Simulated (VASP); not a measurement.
# BaS (Fm-3m) in VASP: a series of runs

Runs on BaS. Level: PBE. Tasks: single point.

Everything below comes from runs of VASP 6.6.1. Logs are shortened: lines on timing, memory, paths and dates and some standing lists are left out, and cuts for length are marked.

## 1. The cell of the first run

It takes space group Fm-3m (No. 225, cubic). The conventional cell has a = 6.161 Å, b = 6.161 Å, c = 6.161 Å, α = 90.00°, β = 90.00°, γ = 90.00°. Within 4.1 Å of Ba (site symmetry m-3m) lie 6 S at 3.08 Å. Within 4.1 Å of S (site symmetry m-3m) lie 6 Ba at 3.08 Å.

## 2. Single point, PBE (volume scaled by 0.88)

INCAR

```
SYSTEM = BaS
PREC     = Accurate       ! precision mode
ENCUT    = 520            ! plane-wave cutoff, eV
EDIFF    = 1E-7           ! SCF threshold, eV
ISMEAR   = 0              ! smearing method
SIGMA    = 0.02           ! smearing width, eV
LREAL    = .FALSE.        ! projectors in reciprocal space
LASPH    = .TRUE.         ! aspherical terms in the spheres
NELM     = 80             ! most SCF steps
ALGO     = Normal         ! electronic algorithm
ISIF     = 2              ! what is computed and relaxed
LWAVE    = .FALSE.        ! write WAVECAR
LCHARG   = .FALSE.        ! write CHGCAR
GGA      = PE             ! functional
NBANDS   = 15             ! bands
```

KPOINTS

```
regular mesh
0
G
  8 8 8
  0 0 0
```

POSCAR

```
BaS
1.0
    0.0000000000      3.0803009838      3.0803009838
    3.0803009838      0.0000000000      3.0803009838
    3.0803009838      3.0803009838      0.0000000000
Ba S
1 1
Direct
    0.0000000000      0.0000000000      0.0000000000
    0.5000000000      0.5000000000      0.5000000000
```

Potentials or basis: VASP PAW PBE potentials, release 64 (Ba_sv, S).

Launch:

```
$ cat potpaw_PBE.64/Ba_sv/POTCAR potpaw_PBE.64/S/POTCAR > POTCAR
$ mpirun -np 1 vasp_std > vasp.out
```

OUTCAR:

```text
SYSTEM = BaS
   PREC = Accurate
   ENCUT = 520
   EDIFF = 1E-7
   ISMEAR = 0
   LREAL = .FALSE.
   LASPH = .TRUE.
   NELM = 80
   ISIF = 2
   GGA = PE

 ion  position               nearest neighbor table
   1  0.000  0.000  0.000-   2 3.08   2 3.08   2 3.08   2 3.08   2 3.08   2 3.08
   2  0.500  0.500  0.500-   1 3.08   1 3.08   1 3.08   1 3.08   1 3.08   1 3.08

  LATTYP: Found a face centered cubic cell.
 ALAT       =     6.1606019676

  Lattice vectors:

 A1 = (   0.0000000000,   3.0803009838,   3.0803009838)
 A2 = (   3.0803009838,   0.0000000000,   3.0803009838)
 A3 = (   3.0803009838,   3.0803009838,   0.0000000000)

Analysis of symmetry for initial positions (statically):
=====================================================================
 Subroutine PRICEL returns:
 Original cell was already a primitive cell.

 Routine SETGRP: Setting up the symmetry group for a
 face centered cubic supercell.

 Subroutine GETGRP returns: Found 48 space group operations
 (whereof 48 operations were pure point group operations)
 out of a pool of 48 trial point group operations.

The static configuration has the point symmetry O_h .

Analysis of symmetry for dynamics (positions and initial velocities):
=====================================================================
 Subroutine PRICEL returns:
 Original cell was already a primitive cell.

 Routine SETGRP: Setting up the symmetry group for a
 face centered cubic supercell.

 Subroutine GETGRP returns: Found 48 space group operations
 (whereof 48 operations were pure point group operations)
 out of a pool of 48 trial point group operations.

The dynamic configuration has the point symmetry O_h .

 Subroutine INISYM returns: Found 48 space group operations
 (whereof 48 operations are pure point group operations),
 and found     1 'primitive' translations

----------------------------------------------------------------------------------------

                                     Primitive cell

  volume of cell :      58.4534

  direct lattice vectors                    reciprocal lattice vectors
     0.000000000  3.080300984  3.080300984    -0.162321800  0.162321800  0.162321800
     3.080300984  0.000000000  3.080300984     0.162321800 -0.162321800  0.162321800
     3.080300984  3.080300984  0.000000000     0.162321800  0.162321800 -0.162321800

  length of vectors
     4.356203427  4.356203427  4.356203427     0.281149605  0.281149605  0.281149605

  position of ions in fractional coordinates (direct lattice)
     0.000000000  0.000000000  0.000000000
     0.500000000  0.500000000  0.500000000

  ion indices of the primitive-cell ions
   primitive index   ion index
                 1           1
                 2           2

----------------------------------------------------------------------------------------

 KPOINTS: regular mesh

Automatic generation of k-mesh.
 Grid dimensions read from file:
 generate k-points for:    8    8    8

 Generating k-lattice:

  Cartesian coordinates                     Fractional coordinates (reciprocal lattice)
    -0.020290225  0.020290225  0.020290225     0.125000000  0.000000000  0.000000000
     0.020290225 -0.020290225  0.020290225     0.000000000  0.125000000  0.000000000
     0.020290225  0.020290225 -0.020290225     0.000000000  0.000000000  0.125000000

  Length of vectors
     0.035143701  0.035143701  0.035143701

  Shift w.r.t. Gamma in fractional coordinates (k-lattice)
     0.000000000  0.000000000  0.000000000

 Subroutine IBZKPT returns following result:
 ===========================================

 Found     29 irreducible k-points:

 Following reciprocal coordinates:
            Coordinates               Weight
  0.000000  0.000000  0.000000      1.000000
  0.125000  0.000000  0.000000      8.000000
  0.250000  0.000000  0.000000      8.000000
  0.375000  0.000000  0.000000      8.000000
  0.500000  0.000000  0.000000      4.000000
  0.125000  0.125000  0.000000      6.000000
[... 16 lines left out ...]
  0.500000  0.250000  0.125000     48.000000
 -0.375000  0.250000  0.125000     24.000000
 [... further k-points ...]
   k-points           NKPTS =     29   k-points in BZ     NKDIM =     29   number of bands    NBANDS=     15
   number of dos      NEDOS =    301   number of ions     NIONS =      2
   total plane-waves  NPLWV =  32768
   dimension x,y,z NGX =    32 NGY =   32 NGZ =   32
   dimension x,y,z NGXF=    64 NGYF=   64 NGZF=   64
   ions per type =               1   1
   NGX,Y,Z   is equivalent  to a cutoff of  12.21, 12.21, 12.21 a.u.
   NGXF,Y,Z  is equivalent  to a cutoff of  24.42, 24.42, 24.42 a.u.
 SYSTEM =  BaS
   PREC   = accura    normal or accurate (medium, high low for compatibility)
   ISTART =      0    job   : 0-new  1-cont  2-samecut
   ICHARG =      2    charge: 1-file 2-atom 10-const
   ISPIN  =      1    spin polarized calculation?
   LNONCOLLINEAR =      F non collinear calculations
   LSORBIT =      F    spin-orbit coupling
   LASPH  =      T    aspherical Exc in radial PAW
   ENCUT  =  520.0 eV  38.22 Ry    6.18 a.u.   8.10  8.10  8.10*2*pi/ulx,y,z
   NELM   =     80;   NELMIN=  2; NELMDL= -5     # of ELM steps
   EDIFF  = 0.1E-06   stopping-criterion for ELM
   LREAL  =      F    real-space projection
   EDIFFG = 0.1E-05   stopping-criterion for IOM
   NSW    =      0    number of steps for IOM
   IBRION =     -1    ionic relax: 0-MD 1-quasi-New 2-CG
   NFREE  =      0    steps in history (QN), initial steepest desc. (CG)
   ISIF   =      2    stress and relaxation
   ISYM   =      2    0-nonsym 1-usesym 2-fastsym
   POTIM  = 0.5000    time-step for ionic-motion
   TEBEG  =    0.0;   TEEND  =   0.0 temperature during run
   PSTRESS=    0.0 pullay stress
   NELECT =      16.0000    total number of electrons
   NUPDOWN=      -1.0000    fix difference up-down
   EMIN   =  10.00;   EMAX   =-10.00  energy-range for DOS
   EFERMI =   0.00;   METHOD = LEGACY
   ISMEAR =     0;   SIGMA  =   0.02  broadening in eV -4-tet -1-fermi 0-gaus
   EFERMI_NEDOS =   21; number of points for ismear=-14 and -15
   IALGO  =     38    algorithm
   IMIX   =      4    mixing-type and parameters
     AMIX     =   0.40;   BMIX     =  1.00
     AMIX_MAG =   1.60;   BMIX_MAG =  1.00
  volume/ion in A,a.u.               =      29.23       197.23
  Fermi-wavevector in a.u.,A,eV,Ry     =   1.062947  2.008679 15.372633  1.129857
  Thomas-Fermi vector in A             =   2.198415
   LORBIT       =      0    0 simple, 1 ext, 2 COOP (PROOUT), +10 PAW based schemes
   GGA     = PE    functional components
   LHFCALC =     F    Hartree Fock is set to
   AEXX    =    0.0000 exact exchange contribution
   IVDW    =     0    specifies the selected vdW correction
   LEPSILON=     F    determine dielectric tensor
   LRPA    =     F    only Hartree local field effects (RPA)
 non-spin polarized calculation
 Gauss-broadening in eV      SIGMA  =   0.02
  energy-cutoff  :      520.00
  volume of cell :       58.45
 maximum number of plane-waves:      1591
   NGX = 17   NGY = 17   NGZ = 17

 number of electron      15.9999999 magnetization

 Free energy of the ion-electron system (eV)
  ---------------------------------------------------
  ext. energy  EPLUGINS =         0.00000000
  ---------------------------------------------------
  free energy    TOTEN  =        -9.99976203 eV

  energy without entropy =       -9.99976203  energy(sigma->0) =       -9.99976203

 E-fermi :   2.2056     XC(G=0):  -9.0865

 val. band max:        2.0604365822   @ k =   0.0000   0.0000   0.0000
 cond. band min:       3.9457811471   @ k =   0.5000   0.5000   0.0000
 fundamental gap:      1.8853445649
 Fermi energy:         2.2055677995

 k-point     1 :       0.0000    0.0000    0.0000
  band No.  band energies     occupation
      1     -23.6998      2.00000
      2      -8.7338      2.00000
      3      -8.7338      2.00000
      4      -8.7338      2.00000
      5      -8.4757      2.00000
      6       2.0604      2.00000
      7       2.0604      2.00000
      8       2.0604      2.00000
      9       5.9117      0.00000
     10       5.9117      0.00000
     11       5.9117      0.00000
     12       6.2208      0.00000
     13       6.9574      0.00000
     14       6.9574      0.00000
     15      10.9605      0.00000

 k-point     2 :       0.1250    0.0000    0.0000
  band No.  band energies     occupation
      1     -23.6886      2.00000
      2      -9.3129      2.00000
      3      -8.7413      2.00000
      4      -8.7413      2.00000
      5      -7.8845      2.00000
      6       1.6068      2.00000
      7       1.7965      2.00000
      8       1.7965      2.00000
      9       5.9528      0.00000
     10       6.1764      0.00000
     11       6.1764      0.00000
     12       6.8410      0.00000
     13       7.5004      0.00000
     14       7.5004      0.00000
     15      11.6651      0.00000

 k-point     3 :       0.2500    0.0000    0.0000
  band No.  band energies     occupation
      1     -23.6615      2.00000
      2      -9.8933      2.00000
      3      -8.7593      2.00000
      4      -8.7593      2.00000
      5      -7.2717      2.00000
      6       0.7758      2.00000
      7       1.2894      2.00000
      8       1.2894      2.00000
      9       6.2312      0.00000
     10       6.9184      0.00000
     11       6.9184      0.00000
     12       8.1160      0.00000
     13       8.8401      0.00000
     14       8.8401      0.00000
     15      13.2167      0.00000
[... 343 lines left out ...]
 k-point    23 :       0.5000    0.2500    0.1250
  band No.  band energies     occupation
      1     -23.6200      2.00000
      2     -10.0838      2.00000
      3      -9.0091      2.00000
      4      -8.8516      2.00000
      5      -7.1546      2.00000
      6       0.4412      2.00000
      7       0.9798      2.00000
      8       1.4988      2.00000
      9       5.9544      0.00000
     10       8.0738      0.00000
     11       8.5547      0.00000
     12       8.8137      0.00000
     13      10.0925      0.00000
     14      11.5034      0.00000
     15      12.3166      0.00000

 k-point    24 :      -0.3750    0.2500    0.1250
  band No.  band energies     occupation
      1     -23.6110      2.00000
      2     -10.1481      2.00000
      3      -9.0225      2.00000
      4      -8.8894      2.00000
      5      -7.1089      2.00000
      6       0.4015      2.00000
      7       1.0744      2.00000
      8       1.2082      2.00000
      9       6.8980      0.00000
     10       7.1125      0.00000
     11       9.1727      0.00000
     12       9.5773      0.00000
     13      10.5317      0.00000
     14      11.4370      0.00000
     15      12.3888      0.00000

 [... further k-points ...]
[... 5 lines left out ...]
  --------------------------------------------------------------------------------------
  -------------------------------------------------------------------------------------
  Total        2.9101497      2.9101497      2.9101497      0.0000000      0.0000000     -0.0000000
  in kB       79.7657499     79.7657499     79.7657499      0.0000000      0.0000000     -0.0000000
  external PRESSURE =      79.7657499 kB  Pullay stress =       0.0000000 kB

 VOLUME and BASIS-vectors are now :
 -----------------------------------------------------------------------------
  energy-cutoff  :      520.00
  volume of cell :       58.45
      direct lattice vectors                 reciprocal lattice vectors
     0.000000000  3.080300984  3.080300984    -0.162321800  0.162321800  0.162321800
     3.080300984  0.000000000  3.080300984     0.162321800 -0.162321800  0.162321800
     3.080300984  3.080300984  0.000000000     0.162321800  0.162321800 -0.162321800

 POSITION                                       TOTAL-FORCE (eV/Angst)
 -----------------------------------------------------------------------------------
      0.00000      0.00000      0.00000        -0.000000     -0.000000     -0.000000
      3.08030      3.08030      3.08030         0.000000      0.000000      0.000000
 -----------------------------------------------------------------------------------
    total drift:                                0.000000     -0.000000     -0.000000

  FREE ENERGIE OF THE ION-ELECTRON SYSTEM (eV)
  ---------------------------------------------------
  free  energy   TOTEN  =        -9.9997620304 eV

  energy  without entropy=       -9.9997620304  energy(sigma->0) =       -9.99976203
```

It took 9.6 s on 1 thread of Intel Xeon 6975P-C (Granite Rapids), shared host; peak memory 0.18 GiB.

What came out:

```yaml
Free_energy: -9.9998 eV
Pressure: 8.0 GPa
Band_gap_on_the_k_mesh: 1.89 eV, indirect (least direct gap 1.95 eV)
```

Caveat: spin-orbit coupling is left out, which moves the levels of the heavy elements.

## 3. Single point, PBE (volume scaled by 0.94)

INCAR

```
SYSTEM = BaS
ALGO = Normal
EDIFF = 1E-7
ENCUT = 520
GGA = PE
ISIF = 2
ISMEAR = 0
LASPH = .True.
LCHARG = .True.
LELF = .True.
LREAL = .False.
LVHAR = .True.
LWAVE = .False.
NBANDS = 15
NELM = 60
PREC = Accurate
SIGMA = 0.02
```

KPOINTS

```
k-points
0
Gamma
  8 8 8
  0 0 0
```

POSCAR

```
BaS
1.0
    0.0000000000      3.1487744180      3.1487744180
    3.1487744180      0.0000000000      3.1487744180
    3.1487744180      3.1487744180      0.0000000000
Ba S
1 1
Direct
    0.0000000000      0.0000000000      0.0000000000
    0.5000000000      0.5000000000      0.5000000000
```

Potentials or basis: VASP PAW PBE potentials, release 64 (Ba_sv, S).

Launch:

```
$ cat potpaw_PBE.64/Ba_sv/POTCAR potpaw_PBE.64/S/POTCAR > POTCAR
$ mpirun -np 1 vasp_std > vasp.out
```

Run time: 14 s. Hardware: 1 thread of Intel Xeon 6975P-C (Granite Rapids), shared host; peak memory 0.21 GiB.

The run converged. Its results:

```yaml
Free_energy: -10.1420 eV
Pressure: 3.7 GPa
Band_gap_on_the_k_mesh: 2.03 eV, indirect (least direct gap 2.14 eV)
```

Levels at points of the mesh, in eV from the valence-band top:
| k point | band 5 | band 6 | band 7 | band 8 | band 9 | band 10 | band 11 | band 12 |
| --- | --- | --- | --- | --- | --- | --- | --- | --- |
| (0.00, 0.00, 0.00) | -10.43 | 0.00 | 0.00 | 0.00 | 3.81 | 3.87 | 3.87 | 3.87 |
| (0.50, 0.00, 0.00) | -8.98 | -2.03 | -1.17 | -1.17 | 5.69 | 5.82 | 6.47 | 6.47 |
| (0.50, 0.50, 0.00) | -10.34 | -0.47 | -0.11 | -0.11 | 2.03 | 6.04 | 6.29 | 7.73 |

Caveat: spin-orbit coupling is left out, which moves the levels of the heavy elements. A k mesh can miss the band edges.
